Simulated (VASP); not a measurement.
# ZrC (P1) in VASP: single point with r2SCAN

Aim: the single point of ZrC with r2SCAN.

All numbers are computed with VASP 6.6.1; they aren't measurements. Logs are shortened: lines on timing, memory, paths and dates and some standing lists are left out, and cuts for length are marked.

**1. The cell of the first run**

The typed cell holds 2 atoms: a = 2.915 Å, b = 2.936 Å, c = 2.966 Å, α = 88.90°, β = 89.51°, γ = 90.94°.

**2. Single point, r2SCAN (atoms moved at random and the cell strained at random)**

Contents of POSCAR:

```
ZrC
1.0
    2.9147098806     -0.0239714928      0.0127655901
   -0.0239714928      2.9359134113      0.0284132223
    0.0127655901      0.0284132223      2.9653959538
Zr C
1 1
Direct
    0.0201480728      0.0073632003     -0.0674831636
    0.4798519272      0.4926367997      0.5674831636
```

Contents of INCAR.step1:

```
SYSTEM = ZrC
PREC = Accurate ; ENCUT = 660
ISMEAR = 0 ; SIGMA = 0.05
LREAL = .FALSE. ; LASPH = .TRUE.
NELM = 120 ; NBANDS = 15
GGA = PE ; ALGO = Normal
EDIFF = 1E-5 ; LWAVE = .TRUE.
LCHARG = .FALSE. ; GGA_COMPAT = .FALSE.
```

Contents of INCAR.step2:

```
SYSTEM = ZrC
PREC = Accurate ; ENCUT = 660
EDIFF = 1E-6 ; ISMEAR = 0
SIGMA = 0.05 ; LREAL = .FALSE.
LASPH = .TRUE. ; NELM = 120
ALGO = Normal ; ISIF = 2
LWAVE = .FALSE. ; LCHARG = .TRUE.
METAGGA = R2SCAN ; LMIXTAU = .TRUE.
LELF = .TRUE. ; LVHAR = .TRUE.
NBANDS = 15 ; ISTART = 1
GGA_COMPAT = .FALSE.
```

Contents of KPOINTS:

```
Automatic mesh
0
G
  12 12 12
  0 0 0
```

Potentials or basis: VASP PAW PBE potentials, release 64 (Zr_sv, C).

Run with:

```bash
$ cat potpaw_PBE.64/Zr_sv/POTCAR potpaw_PBE.64/C/POTCAR > POTCAR
$ cp INCAR.step1 INCAR
$ mpirun -np 1 vasp_std > vasp.out
$ cp INCAR.step2 INCAR
$ mpirun -np 1 vasp_std > vasp.out
```

OUTCAR:

```text
SYSTEM = ZrC
   PREC = Accurate
   ENCUT = 660
   EDIFF = 1E-6
   ISMEAR = 0
   LREAL = .FALSE.
   LASPH = .TRUE.
   NELM = 120
   ISIF = 2
   METAGGA = R2SCAN
   ISTART = 1

 ion  position               nearest neighbor table
   1  0.020  0.007  0.933-   2 2.20   2 2.31   2 2.39   2 2.44   2 2.73   2 2.76   2 2.84   2 2.86

   2  0.480  0.493  0.567-   1 2.20   1 2.31   1 2.39   1 2.44   1 2.73   1 2.76   1 2.84   1 2.86

  LATTYP: Found a triclinic cell.
 ALAT       =     2.9148364072
 B/A-ratio  =     1.4204213932
 C/A-ratio  =     1.7495207246
 COS(alpha) =     0.0004254350
 COS(beta)  =     0.5859999113
 COS(gamma) =     0.6978530111

  Lattice vectors:

 A1 = (  -2.9147098806,   0.0239714928,  -0.0127655901)
 A2 = (  -2.9019442905,   0.0523847151,   2.9526303637)
 A3 = (  -2.9514469635,   2.9314716818,  -2.9497483216)

Analysis of symmetry for initial positions (statically):
=====================================================================
 Subroutine PRICEL returns:
 Original cell was already a primitive cell.

 Routine SETGRP: Setting up the symmetry group for a
 triclinic supercell.

 Subroutine GETGRP returns: Found  1 space group operations
 (whereof  1 operations were pure point group operations)
 out of a pool of  2 trial point group operations.

The static configuration has the point symmetry C_1 .

Analysis of symmetry for dynamics (positions and initial velocities):
=====================================================================
 Subroutine PRICEL returns:
 Original cell was already a primitive cell.

 Routine SETGRP: Setting up the symmetry group for a
 triclinic supercell.

 Subroutine GETGRP returns: Found  1 space group operations
 (whereof  1 operations were pure point group operations)
 out of a pool of  2 trial point group operations.

The dynamic configuration has the point symmetry C_1 .

 Subroutine INISYM returns: Found  1 space group operations
 (whereof  1 operations are pure point group operations),
 and found     1 'primitive' translations

----------------------------------------------------------------------------------------

                                     Primitive cell

  volume of cell :      25.3713

  direct lattice vectors                    reciprocal lattice vectors
     2.914709881 -0.023971493  0.012765590     0.343117067  0.002816079 -0.001504051
    -0.023971493  2.935913411  0.028413222     0.002816079  0.340664200 -0.003276229
     0.012765590  0.028413222  2.965395954    -0.001504051 -0.003276229  0.337260961

  length of vectors
     2.914836407  2.936148753  2.965559548     0.343131920  0.340691593  0.337280227

  position of ions in fractional coordinates (direct lattice)
     0.020148073  0.007363200  0.932516836
     0.479851927  0.492636800  0.567483164

  ion indices of the primitive-cell ions
   primitive index   ion index
                 1           1
                 2           2

----------------------------------------------------------------------------------------

 KPOINTS: Automatic mesh

Automatic generation of k-mesh.
 Grid dimensions read from file:
 generate k-points for:   12   12   12

 Generating k-lattice:

  Cartesian coordinates                     Fractional coordinates (reciprocal lattice)
     0.028593089  0.000234673 -0.000125338     0.083333333  0.000000000 -0.000000000
     0.000234673  0.028388683 -0.000273019    -0.000000000  0.083333333  0.000000000
    -0.000125338 -0.000273019  0.028105080    -0.000000000  0.000000000  0.083333333

  Length of vectors
     0.028594327  0.028390966  0.028106686

  Shift w.r.t. Gamma in fractional coordinates (k-lattice)
     0.000000000  0.000000000  0.000000000

 Subroutine IBZKPT returns following result:
 ===========================================

 Found    868 irreducible k-points:

 Following reciprocal coordinates:
            Coordinates               Weight
  0.000000  0.000000  0.000000      1.000000
  0.083333 -0.000000  0.000000      2.000000
  0.166667 -0.000000  0.000000      2.000000
  0.250000 -0.000000  0.000000      2.000000
  0.333333 -0.000000  0.000000      2.000000
  0.416667  0.000000 -0.000000      2.000000
[... 16 lines left out ...]
  0.250000  0.166667  0.000000      2.000000
  0.333333  0.166667  0.000000      2.000000
 [... further k-points ...]
   k-points           NKPTS =    868   k-points in BZ     NKDIM =    868   number of bands    NBANDS=     15
   number of dos      NEDOS =    301   number of ions     NIONS =      2
   total plane-waves  NPLWV =  18816
   dimension x,y,z NGX =    24 NGY =   28 NGZ =   28
   dimension x,y,z NGXF=    48 NGYF=   56 NGZF=   56
   ions per type =               1   1
   NGX,Y,Z   is equivalent  to a cutoff of  13.69, 15.85, 15.70 a.u.
   NGXF,Y,Z  is equivalent  to a cutoff of  27.38, 31.71, 31.39 a.u.
 SYSTEM =  ZrC
   PREC   = accura    normal or accurate (medium, high low for compatibility)
   ISTART =      1    job   : 0-new  1-cont  2-samecut
   ICHARG =      0    charge: 1-file 2-atom 10-const
   ISPIN  =      1    spin polarized calculation?
   LNONCOLLINEAR =      F non collinear calculations
   LSORBIT =      F    spin-orbit coupling
   LASPH  =      T    aspherical Exc in radial PAW
   ENCUT  =  660.0 eV  48.51 Ry    6.96 a.u.   6.11  6.15  6.21*2*pi/ulx,y,z
   NELM   =    120;   NELMIN=  2; NELMDL=  0     # of ELM steps
   EDIFF  = 0.1E-05   stopping-criterion for ELM
   LREAL  =      F    real-space projection
   EDIFFG = 0.1E-04   stopping-criterion for IOM
   NSW    =      0    number of steps for IOM
   IBRION =     -1    ionic relax: 0-MD 1-quasi-New 2-CG
   NFREE  =      0    steps in history (QN), initial steepest desc. (CG)
   ISIF   =      2    stress and relaxation
   ISYM   =      2    0-nonsym 1-usesym 2-fastsym
   POTIM  = 0.5000    time-step for ionic-motion
   TEBEG  =    0.0;   TEEND  =   0.0 temperature during run
   PSTRESS=    0.0 pullay stress
   NELECT =      16.0000    total number of electrons
   NUPDOWN=      -1.0000    fix difference up-down
   EMIN   =  10.00;   EMAX   =-10.00  energy-range for DOS
   EFERMI =   0.00;   METHOD = LEGACY
   ISMEAR =     0;   SIGMA  =   0.05  broadening in eV -4-tet -1-fermi 0-gaus
   EFERMI_NEDOS =   21; number of points for ismear=-14 and -15
   IALGO  =     38    algorithm
   IMIX   =      4    mixing-type and parameters
     AMIX     =   0.40;   BMIX     =  1.00
     AMIX_MAG =   1.60;   BMIX_MAG =  1.00
  volume/ion in A,a.u.               =      12.69        85.61
  Fermi-wavevector in a.u.,A,eV,Ry     =   1.403892  2.652971 26.815898  1.970913
  Thomas-Fermi vector in A             =   2.526508
   LORBIT       =      0    0 simple, 1 ext, 2 COOP (PROOUT), +10 PAW based schemes
   METAGGA = R2SCAN    functional components
   LHFCALC =     F    Hartree Fock is set to
   AEXX    =    0.0000 exact exchange contribution
   IVDW    =     0    specifies the selected vdW correction
   LEPSILON=     F    determine dielectric tensor
   LRPA    =     F    only Hartree local field effects (RPA)
 non-spin polarized calculation
 Gauss-broadening in eV      SIGMA  =   0.05
  energy-cutoff  :      660.00
  volume of cell :       25.37
 maximum number of plane-waves:       996
   NGX = 13   NGY = 13   NGZ = 13

 number of electron      16.0000000 magnetization

 Free energy of the ion-electron system (eV)
  ---------------------------------------------------
  ext. energy  EPLUGINS =         0.00000000
  ---------------------------------------------------
  free energy    TOTEN  =       -32.12330956 eV

  energy without entropy =      -32.12174212  energy(sigma->0) =      -32.12252584

 E-fermi :  10.3328     XC(G=0): -13.0876

 val. band max:       10.3322022340   @ k =   0.2500  -0.4167   0.1667
 cond. band min:      10.3345555253   @ k =  -0.0000  -0.0833   0.3333
 fundamental gap:      0.0023532913
 Fermi energy:        10.3327974378

 k-point     1 :       0.0000    0.0000    0.0000
  band No.  band energies     occupation
      1     -40.1030      2.00000
      2     -17.0131      2.00000
      3     -16.8961      2.00000
      4     -16.8752      2.00000
      5      -2.0855      2.00000
      6       7.2502      2.00000
      7       8.2319      2.00000
      8      11.0537      0.00000
      9      11.5252      0.00000
     10      13.5442      0.00000
     11      15.6149      0.00000
     12      16.0465      0.00000
     13      16.1510      0.00000
     14      17.9778      0.00000
     15      25.5892      0.00000

 k-point     2 :       0.0833   -0.0000    0.0000
  band No.  band energies     occupation
      1     -40.0929      2.00000
      2     -17.0247      2.00000
      3     -16.9543      2.00000
      4     -16.8862      2.00000
      5      -1.9436      2.00000
      6       7.3291      2.00000
      7       8.2064      2.00000
      8      10.8534      0.00000
      9      11.4379      0.00000
     10      13.2082      0.00000
     11      15.4519      0.00000
     12      16.2918      0.00000
     13      16.4648      0.00000
     14      18.2499      0.00000
     15      25.3203      0.00000

 k-point     3 :       0.1667   -0.0000    0.0000
  band No.  band energies     occupation
      1     -40.0650      2.00000
      2     -17.2522      2.00000
      3     -16.9659      2.00000
      4     -16.8600      2.00000
      5      -1.5450      2.00000
      6       7.4466      2.00000
      7       8.0013      2.00000
      8      10.3361      0.92452
      9      11.6065      0.00000
     10      12.4772      0.00000
     11      15.3902      0.00000
     12      16.4880      0.00000
     13      17.1378      0.00000
     14      18.9187      0.00000
     15      24.4013      0.00000
[... 343 lines left out ...]
 k-point    23 :       0.2500    0.1667    0.0000
  band No.  band energies     occupation
      1     -39.9917      2.00000
      2     -17.5495      2.00000
      3     -17.1562      2.00000
      4     -16.8995      2.00000
      5      -0.6230      2.00000
      6       6.8902      2.00000
      7       8.1098      2.00000
      8       9.4706      2.00000
      9      11.6196      0.00000
     10      13.0601      0.00000
     11      14.7176      0.00000
     12      15.6257      0.00000
     13      18.0225      0.00000
     14      21.2422      0.00000
     15      24.6827      0.00000

 k-point    24 :       0.3333    0.1667    0.0000
  band No.  band energies     occupation
      1     -39.9534      2.00000
      2     -17.8664      2.00000
      3     -17.1116      2.00000
      4     -16.8675      2.00000
      5      -0.1363      2.00000
      6       6.1428      2.00000
      7       8.1670      2.00000
      8       9.5336      2.00000
      9      11.1084      0.00000
     10      13.8606      0.00000
     11      14.7630      0.00000
     12      15.9764      0.00000
     13      18.0281      0.00000
     14      21.9746      0.00000
     15      23.8986      0.00000

 [... further k-points ...]
[... 5 lines left out ...]
  --------------------------------------------------------------------------------------
  -------------------------------------------------------------------------------------
  Total        2.1864163      2.4020336     -1.8197849     -0.4981235      0.3530555      0.1412894
  in kB      138.0702451    151.6862850   -114.9178008    -31.4560532     22.2951408      8.9223001
  external PRESSURE =      58.2795764 kB  Pullay stress =       0.0000000 kB

 VOLUME and BASIS-vectors are now :
 -----------------------------------------------------------------------------
  energy-cutoff  :      660.00
  volume of cell :       25.37
      direct lattice vectors                 reciprocal lattice vectors
     2.914709881 -0.023971493  0.012765590     0.343117067  0.002816079 -0.001504051
    -0.023971493  2.935913411  0.028413222     0.002816079  0.340664200 -0.003276229
     0.012765590  0.028413222  2.965395954    -0.001504051 -0.003276229  0.337260961

 POSITION                                       TOTAL-FORCE (eV/Angst)
 -----------------------------------------------------------------------------------
      0.07045      0.04763      2.76575        -0.107045     -0.107056     -0.272980
      1.39406      1.45096      1.70294         0.107045      0.107056      0.272980
 -----------------------------------------------------------------------------------
    total drift:                               -0.000036     -0.000009      0.000042

  FREE ENERGIE OF THE ION-ELECTRON SYSTEM (eV)
  ---------------------------------------------------
  free  energy   TOTEN  =       -32.1233095647 eV

  energy  without entropy=      -32.1217421245  energy(sigma->0) =      -32.12252584
```

Wall time 7.8 min (1 thread of Intel Xeon 6975P-C (Granite Rapids), shared host); peak memory 0.55 GiB.

Results:

```yaml
Free_energy: -32.1233 eV
Pressure: 5.8 GPa
Largest_force: 0.312 eV/Å
Band_gap_on_the_k_mesh: zero (bands 8 and 9 overlap by 1.18 eV)
```

Forces in eV/Å, atoms in the order of the input:
```
Zr  -0.107 -0.107 -0.273
C    0.107  0.107  0.273
```

Stress tensor (GPa, compression positive):
```
 13.81  -3.15   0.89
 -3.15  15.17   2.23
  0.89   2.23 -11.49
```

Caveat: the cell differs from its parent crystal (atoms moved at random and the cell strained at random); the stress differs along the axes, from -11 to 15 GPa; the PAW data sets were made with another functional, which shifts forces and pressure a little.
